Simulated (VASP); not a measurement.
# Li6SiS2N2 in VASP: single point with PBE+D3(BJ)

Aim: the single point of Li6SiS2N2 with PBE+D3(BJ).

Program: VASP 6.6.1. These are calculated values, not measurements. Logs are shortened: lines on timing, memory, paths and dates and some standing lists are left out, and cuts for length are marked.

## Step 1: The cell of the first run

The cell holds a disordered packing, 22 atoms: a = 6.386 Å, b = 6.557 Å, c = 6.701 Å, α = 91.33°, β = 88.92°, γ = 85.26°.

## Step 2: Single point, PBE+D3(BJ)

INCAR

```
SYSTEM = Li6SiS2N2
PREC = Accurate
ENCUT = 520
EDIFF = 1E-7
ISMEAR = 0
SIGMA = 0.1
LREAL = Auto
LASPH = .True.
NELM = 60
ALGO = Normal
ISIF = 2
LWAVE = .False.
LCHARG = .False.
GGA = PE
IVDW = 12
NBANDS = 61
ISYM = 0
```

KPOINTS

```
Automatic mesh
0
Gamma
  2 2 2
  0.5 0.5 0.5
```

POSCAR

```
Li6SiS2N2
1.0
    6.3792545937      0.2762362489      0.0658343154
    0.2593584861      6.5513915728     -0.0775956310
    0.0610331088     -0.0785069978      6.6998245157
Si S Li N
2 4 12 4
Direct
    0.3629374499      0.2232507086      0.7369278099
    0.0854680689      0.6850237269      0.0660776833
    1.0126199409      0.3596711317      0.0563559851
    0.8893151109      0.7857322678      0.3287011486
    0.8751978027      0.7941438569      0.8282440438
    0.3677695750      0.5135909906      0.5433824459
    0.6831593310      0.4609144028      0.7539020640
    0.0045536924      0.5229819826      0.6007640787
    0.6353268652      0.7053793980      0.0791990587
    0.1671613891      0.2527210031      0.4043503492
    0.8405401129      0.1458193143      0.2638986505
    0.4454940094      0.4084832140      0.0778188359
    1.0383059264      1.0030703125      0.5915124362
    0.6528440677      0.0399613210      0.5304965508
    0.8155781189      0.1612916068      0.8465963462
    0.3585254942      0.8035464086      0.7780640644
    0.7070667855      0.4545681953      0.3773285268
    0.3295403136      0.8241140654      0.3512011104
    0.3433527426      1.0305299114      0.5716795993
    0.8566188827      0.2601885850      0.5565933218
    0.7436905219      0.3702387995      0.0726268922
    0.3378320335      0.7193143576      0.0635830368
```

Potentials or basis: VASP PAW PBE potentials, release 64 (Si, S, Li_sv, N).

The run is started by

```sh
$ cat potpaw_PBE.64/Si/POTCAR potpaw_PBE.64/S/POTCAR potpaw_PBE.64/Li_sv/POTCAR potpaw_PBE.64/N/POTCAR > POTCAR
$ mpirun -np 1 vasp_std > vasp.out
```

OUTCAR:

```text
SYSTEM = Li6SiS2N2
   PREC = Accurate
   ENCUT = 520
   EDIFF = 1E-7
   ISMEAR = 0
   LREAL = Auto
   LASPH = .True.
   NELM = 60
   ISIF = 2
   GGA = PE
   IVDW = 12
   ISYM = 0
 IVDW          = 12

 ion  position               nearest neighbor table
   1  0.363  0.223  0.737-  19 1.67   6 2.33  14 2.50  10 2.58  12 2.64   7 2.67  16 2.77  13 2.80

   2  0.085  0.685  0.066-  22 1.65   4 2.20   5 2.20   3 2.22  18 2.68  16 2.74  12 2.81   9 2.87

   3  0.013  0.360  0.056-  21 1.71   2 2.22  11 2.32  15 2.35  10 2.64
   4  0.889  0.786  0.329-   2 2.20  11 2.41   9 2.43  13 2.49  14 2.51  17 2.57   8 2.61
   5  0.875  0.794  0.828-   2 2.20   9 2.37   8 2.40  13 2.40  15 2.41   7 2.63
   6  0.368  0.514  0.543-   1 2.33   8 2.34  10 2.40  17 2.42  18 2.43  16 2.44   7 2.49
   7  0.683  0.461  0.754-  20 2.08  15 2.18   8 2.35   6 2.49  17 2.52   5 2.63   1 2.67
   8  0.005  0.523  0.601-  20 2.05   6 2.34  10 2.34   7 2.35   5 2.40  17 2.50   4 2.61
   9  0.635  0.705  0.079-  22 1.90   5 2.37  12 2.38   4 2.43   2 2.87
  10  0.167  0.253  0.404-  19 2.12  13 2.28   8 2.34   6 2.40  11 2.45   1 2.58   3 2.64
  11  0.841  0.146  0.264-  21 2.04  20 2.09  17 2.24  14 2.29   3 2.32   4 2.41  10 2.45
  12  0.445  0.408  0.078-  21 1.90  22 2.10   9 2.38   1 2.64   2 2.81
  13  0.038  0.003  0.592-  19 1.97  20 1.99  10 2.28  15 2.37   5 2.40   4 2.49  14 2.50   1 2.80

  14  0.653  0.040  0.530-  19 2.00  20 2.03  11 2.29  13 2.50   1 2.50   4 2.51  15 2.52
  15  0.816  0.161  0.847-  21 2.04  20 2.08   7 2.18   3 2.35  13 2.37   5 2.41  14 2.52
  16  0.359  0.804  0.778-  22 2.01  19 2.05   6 2.44   2 2.74   1 2.77
  17  0.707  0.455  0.377-  20 1.97  21 2.11  11 2.24   6 2.42   8 2.50   7 2.52   4 2.57
  18  0.330  0.824  0.351-  19 1.99  22 2.03   6 2.43   2 2.68
  19  0.343  0.031  0.572-   1 1.67  13 1.97  18 1.99  14 2.00  16 2.05  10 2.12
  20  0.857  0.260  0.557-  17 1.97  13 1.99  14 2.03   8 2.05   7 2.08  15 2.08  11 2.09
  21  0.744  0.370  0.073-   3 1.71  12 1.90  15 2.04  11 2.04  17 2.11
  22  0.338  0.719  0.064-   2 1.65   9 1.90  16 2.01  18 2.03  12 2.10

IMPORTANT INFORMATION: All symmetrisations will be switched off!
NOSYMM: (Re-)initialisation of all symmetry stuff for point group C_1.

----------------------------------------------------------------------------------------

                                     Primitive cell

  volume of cell :     279.4579

  direct lattice vectors                    reciprocal lattice vectors
     6.379254594  0.276236249  0.065834315     0.157043630 -0.006234901 -0.001503673
     0.259358486  6.551391573 -0.077595631    -0.006641082  0.152924177  0.001852428
     0.061033109 -0.078506998  6.699824516    -0.001620069  0.001832394  0.149293870

  length of vectors
     6.385572002  6.556982496  6.700562434     0.157174542  0.153079519  0.149313904

  position of ions in fractional coordinates (direct lattice)
     0.362937450  0.223250709  0.736927810
     0.085468069  0.685023727  0.066077683
     0.012619941  0.359671132  0.056355985
     0.889315111  0.785732268  0.328701149
     0.875197803  0.794143857  0.828244044
     0.367769575  0.513590991  0.543382446
[... 14 lines left out ...]
     0.743690522  0.370238800  0.072626892
     0.337832033  0.719314358  0.063583037

  ion indices of the primitive-cell ions
   primitive index   ion index
                 1           1
                 2           2
                 3           3
                 4           4
                 5           5
                 6           6
[... 14 lines left out ...]
                21          21
                22          22

----------------------------------------------------------------------------------------

 KPOINTS: Automatic mesh

Automatic generation of k-mesh.
 Grid dimensions read from file:
 generate k-points for:    2    2    2

 Generating k-lattice:

  Cartesian coordinates                     Fractional coordinates (reciprocal lattice)
     0.078521815 -0.003117450 -0.000751836     0.500000000 -0.000000000 -0.000000000
    -0.003320541  0.076462088  0.000926214     0.000000000  0.500000000  0.000000000
    -0.000810035  0.000916197  0.074646935     0.000000000  0.000000000  0.500000000

  Length of vectors
     0.078587271  0.076539760  0.074656952

  Shift w.r.t. Gamma in fractional coordinates (k-lattice)
     0.500000000  0.500000000  0.500000000

 Subroutine IBZKPT returns following result:
 ===========================================

 Found      4 irreducible k-points:

 Following reciprocal coordinates:
            Coordinates               Weight
  0.250000  0.250000  0.250000      2.000000
 -0.250000  0.250000  0.250000      2.000000
  0.250000 -0.250000  0.250000      2.000000
 -0.250000 -0.250000  0.250000      2.000000
   k-points           NKPTS =      4   k-points in BZ     NKDIM =      4   number of bands    NBANDS=     61
   number of dos      NEDOS =    301   number of ions     NIONS =     22
   total plane-waves  NPLWV = 120000
   dimension x,y,z NGX =    48 NGY =   50 NGZ =   50
   dimension x,y,z NGXF=    96 NGYF=  100 NGZF=  100
   ions per type =               2   4  12   4
   NGX,Y,Z   is equivalent  to a cutoff of  12.50, 12.68, 12.41 a.u.
   NGXF,Y,Z  is equivalent  to a cutoff of  24.99, 25.35, 24.81 a.u.
 SYSTEM =  Li6SiS2N2
   PREC   = accura    normal or accurate (medium, high low for compatibility)
   ISTART =      0    job   : 0-new  1-cont  2-samecut
   ICHARG =      2    charge: 1-file 2-atom 10-const
   ISPIN  =      1    spin polarized calculation?
   LNONCOLLINEAR =      F non collinear calculations
   LSORBIT =      F    spin-orbit coupling
   LASPH  =      T    aspherical Exc in radial PAW
   ENCUT  =  520.0 eV  38.22 Ry    6.18 a.u.  11.87 12.19 12.46*2*pi/ulx,y,z
   NELM   =     60;   NELMIN=  2; NELMDL= -5     # of ELM steps
   EDIFF  = 0.1E-06   stopping-criterion for ELM
   LREAL  =      T    real-space projection
   EDIFFG = 0.1E-05   stopping-criterion for IOM
   NSW    =      0    number of steps for IOM
   IBRION =     -1    ionic relax: 0-MD 1-quasi-New 2-CG
   NFREE  =      0    steps in history (QN), initial steepest desc. (CG)
   ISIF   =      2    stress and relaxation
   ISYM   =      0    0-nonsym 1-usesym 2-fastsym
   POTIM  = 0.5000    time-step for ionic-motion
   TEBEG  =    0.0;   TEEND  =   0.0 temperature during run
   PSTRESS=    0.0 pullay stress
   NELECT =      88.0000    total number of electrons
   NUPDOWN=      -1.0000    fix difference up-down
   EMIN   =  10.00;   EMAX   =-10.00  energy-range for DOS
   EFERMI =   0.00;   METHOD = LEGACY
   ISMEAR =     0;   SIGMA  =   0.10  broadening in eV -4-tet -1-fermi 0-gaus
   EFERMI_NEDOS =   21; number of points for ismear=-14 and -15
   IALGO  =     38    algorithm
   IMIX   =      4    mixing-type and parameters
     AMIX     =   0.40;   BMIX     =  1.00
     AMIX_MAG =   1.60;   BMIX_MAG =  1.00
  volume/ion in A,a.u.               =      12.70        85.72
  Fermi-wavevector in a.u.,A,eV,Ry     =   1.113774  2.104727 16.877914  1.240492
  Thomas-Fermi vector in A             =   2.250362
   LORBIT       =      0    0 simple, 1 ext, 2 COOP (PROOUT), +10 PAW based schemes
   GGA     = PE    functional components
   LHFCALC =     F    Hartree Fock is set to
   AEXX    =    0.0000 exact exchange contribution
   IVDW    =    12    specifies the selected vdW correction
   LEPSILON=     F    determine dielectric tensor
   LRPA    =     F    only Hartree local field effects (RPA)
 non-spin polarized calculation
 Gauss-broadening in eV      SIGMA  =   0.10
  energy-cutoff  :      520.00
  volume of cell :      279.46
 maximum number of plane-waves:      7538
   NGX = 23   NGY = 25   NGZ = 25

 number of electron      88.0000007 magnetization

 Free energy of the ion-electron system (eV)
  ---------------------------------------------------
  ext. energy  EPLUGINS =         0.00000000
  ---------------------------------------------------
  free energy    TOTEN  =       -98.46224997 eV

  energy without entropy =      -98.46224997  energy(sigma->0) =      -98.46224997

 E-fermi :   4.0356     XC(G=0):  -9.1265

 val. band max:        3.4557065510   @ k =  -0.2500  -0.2500   0.2500
 cond. band min:       5.3075786605   @ k =  -0.2500  -0.2500   0.2500
 fundamental gap:      1.8518721095
 Fermi energy:         4.0355997114

 k-point     1 :       0.2500    0.2500    0.2500
  band No.  band energies     occupation
      1     -41.6345      2.00000
      2     -41.6006      2.00000
      3     -41.5057      2.00000
      4     -41.4982      2.00000
      5     -41.3331      2.00000
      6     -41.3117      2.00000
[... 48 lines left out ...]
     55       8.8978      0.00000
     56       9.0492      0.00000

 k-point     2 :      -0.2500    0.2500    0.2500
  band No.  band energies     occupation
      1     -41.6345      2.00000
      2     -41.6006      2.00000
      3     -41.5057      2.00000
      4     -41.4982      2.00000
      5     -41.3331      2.00000
      6     -41.3117      2.00000
[... 48 lines left out ...]
     55       8.8730      0.00000
     56       9.0959      0.00000

 k-point     3 :       0.2500   -0.2500    0.2500
  band No.  band energies     occupation
      1     -41.6345      2.00000
      2     -41.6006      2.00000
      3     -41.5057      2.00000
      4     -41.4982      2.00000
      5     -41.3331      2.00000
      6     -41.3117      2.00000
[... 48 lines left out ...]
     55       8.8025      0.00000
     56       9.0077      0.00000

 k-point     4 :      -0.2500   -0.2500    0.2500
  band No.  band energies     occupation
      1     -41.6345      2.00000
      2     -41.6006      2.00000
      3     -41.5057      2.00000
      4     -41.4982      2.00000
      5     -41.3331      2.00000
      6     -41.3117      2.00000
[... 48 lines left out ...]
     55       8.8606      0.00000
     56       9.0402      0.00000
 [bands above 56 left out]

------------------------ aborting loop because EDIFF is reached ----------------------------------------

 Edisp (eV)   -5.78568

 E8    (eV) :    -2.2403

  FORCE on cell =-STRESS in cart. coord.  units (eV):
  Direction    XX          YY          ZZ          XY          YZ          ZX
  --------------------------------------------------------------------------------------
  -------------------------------------------------------------------------------------
  Total      -0.36752    -0.29577    -0.34614     0.03468     0.05701     0.00202
  in kB      -2.10705    -1.69572    -1.98450     0.19881     0.32683     0.01156
  external pressure =       -1.93 kB  Pullay stress =        0.00 kB

 VOLUME and BASIS-vectors are now :
 -----------------------------------------------------------------------------
  energy-cutoff  :      520.00
  volume of cell :      279.46
      direct lattice vectors                 reciprocal lattice vectors
     6.379254594  0.276236249  0.065834315     0.157043630 -0.006234901 -0.001503673
     0.259358486  6.551391573 -0.077595631    -0.006641082  0.152924177  0.001852428
     0.061033109 -0.078506998  6.699824516    -0.001620069  0.001832394  0.149293870

 POSITION                                       TOTAL-FORCE (eV/Angst)
 -----------------------------------------------------------------------------------
      2.41815      1.50501      4.94386         0.012709      0.041137      0.016910
      0.72692      4.50628      0.39518        -0.077678     -0.002838      0.003320
      0.17723      2.35541      0.35050        -0.084684      0.019862      0.005507
      5.89702      5.36750      2.19982         0.020907     -0.015786     -0.020406
      5.83963      5.37949      5.54509         0.017654     -0.011819      0.018787
      2.51246      3.42367      3.62493        -0.001734     -0.011484      0.003611
[... 14 lines left out ...]
      4.84465      2.62531      0.50682         0.084995      0.013490     -0.007475
      2.34556      4.80084      0.39242         0.027072      0.001371     -0.000909
 -----------------------------------------------------------------------------------
    total drift:                               -0.007193     -0.003105     -0.001388

  FREE ENERGIE OF THE ION-ELECTRON SYSTEM (eV)
  ---------------------------------------------------
  free  energy   TOTEN  =      -104.2479346119 eV

  energy  without entropy=     -104.2479346119  energy(sigma->0) =     -104.24793461
```

It took 80 s on 1 thread of Intel Xeon 6975P-C (Granite Rapids), shared host; peak memory 0.35 GiB.

What came out:

| Quantity | Value |
| --- | --- |
| Free energy | -104.2479 eV |
| Largest force | 0.087 eV/Å |
| Band gap on the k mesh | 1.85 eV |
| Dispersion energy per atom | -0.263 eV |

Forces on the atoms (eV/Å):
```
Si   0.013  0.041  0.017
Si  -0.078 -0.003  0.003
S   -0.085  0.020  0.006
S    0.021 -0.016 -0.020
S    0.018 -0.012  0.019
S   -0.002 -0.011  0.004
Li  -0.009  0.008  0.007
Li   0.006  0.006  0.002
Li   0.020 -0.002  0.005
Li   0.007  0.000  0.000
Li   0.001 -0.013 -0.001
Li  -0.017 -0.002  0.001
Li   0.001 -0.017  0.002
Li  -0.005 -0.012 -0.002
Li   0.001 -0.008  0.002
Li   0.002 -0.002 -0.005
Li  -0.007  0.015 -0.014
Li  -0.003 -0.002  0.002
N   -0.004 -0.014 -0.020
N    0.007  0.009  0.003
N    0.085  0.013 -0.007
N    0.027  0.001 -0.001
```

Levels at points of the mesh, in eV from the valence-band top:
```
           k point  band 41  band 42  band 43  band 44  band 45  band 46  band 47  band 48
(0.25, 0.25, 0.25)    -0.62    -0.52    -0.22    -0.12     2.03     2.66     2.86     3.36
```

Caveat: the cutoff is under 1.25 times the usual one of these potentials, so pressure, stress and relaxed cells hold a basis-set (Pulay) error.
